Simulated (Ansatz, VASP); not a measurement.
## BN in VASP and in Ansatz

```xyz
4
Lattice="2.4982 0.0000 0.0000 -1.2491 2.1635 0.0000 0.0000 0.0000 6.6357" Properties=species:S:1:pos:R:3 pbc="T T T"
B    -0.0250    1.4424    1.6589
B     1.2491    0.7212    4.9768
N     0.0000    1.4424    4.9768
N     1.2491    0.7212    1.6589
```

Alike in both runs: task single point; functional LDA; k mesh 7 × 7 × 3; no spin polarisation.

|  | VASP | Ansatz |
| --- | --- | --- |
| version | VASP 6.6.1 | Ansatz 0.2.0 |
| potentials or method | VASP PAW LDA potentials, release 64 (B, N) | plane waves, PAW |
| plane-wave cutoff (eV) | 520 | 420 |
| occupations | gaussian, width 0.01 eV | fixed |
| valence electrons in the cell | 16 | 16 |

```tsv
	VASP	Ansatz	Ansatz less VASP
rms of the force components (eV/Å)	0.426	0.427	+0.0011
```

LDA's correlation is that of Perdew and Zunger in VASP and of Perdew and Wang (1992) in Ansatz. Atom by atom the forces differ by 0.001 eV/Å (rms over components).
